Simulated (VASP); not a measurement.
Input of a VASP 6.6.1 run:

Contents of INCAR:

```
SYSTEM = NiO
PREC = Accurate
ENCUT = 520
EDIFF = 1E-7
ISMEAR = -1
SIGMA = 0.05
LREAL = .False.
LASPH = .True.
NELM = 150
ALGO = Normal
ISIF = 2
LWAVE = .False.
LCHARG = .False.
ISPIN = 2
MAGMOM = 1 0
LORBIT = 11
LMAXMIX = 4
GGA = PS
NBANDS = 19
```

The input KPOINTS:

```
Automatic mesh
0
Gamma
  11 11 11
  0 0 0
```

Contents of POSCAR:

```
NiO
1.0
    0.0000000000      2.0523431811      2.0523431811
    2.0523431811      0.0000000000      2.0523431811
    2.0523431811      2.0523431811      0.0000000000
Ni O
1 1
Direct
    0.0000000000      0.0000000000      0.0000000000
    0.5000000000      0.5000000000      0.5000000000
```

Potentials or basis: VASP PAW PBE potentials, release 64 (Ni, O).

Command:

```bash
$ cat potpaw_PBE.64/Ni/POTCAR potpaw_PBE.64/O/POTCAR > POTCAR
$ mpirun -np 1 vasp_std > vasp.out
```

Task: Estimate the site moments.

Result: Ni +0.65; O +0.10 μB.

Task: Estimate the net moment.

Result: 0.76 μB per cell.

Task: What does it give for the pressure?

Result: -0.5 GPa.

Caveat: the PAW data sets were made with another functional, which shifts forces and pressure a little; a cell with one magnetic atom can't hold antiferromagnetic order, which such compounds often take; semilocal functionals often make such compounds metallic where correlation or magnetic order opens a gap, which also shifts bond lengths.

**Measured values to compare with.**

“Local correlations, non-local screening, multiplets, and band formation in NiO”, 2012, arxiv:1210.6675 quotes, for a bulk crystal of NiO: band gap 4.3 eV.

Against the measured gap of NiO, 4.3 eV (quoted in “Local correlations, non-local screening, multiplets, and band formation in NiO”, 2012, arxiv:1210.6675), the calculated 0.00 eV is off by -4.30 eV. So large a miss can be the level of theory's own, or it may mean another phase, state or a wrong row. The value is that of PBEsol on a finite k mesh, which can miss the band edges, without temperature or zero-point motion. Semilocal functionals fall short of measured gaps as a rule. The run's magnetic order (collinear spin, ferromagnetic start) needn't be the measured crystal's.
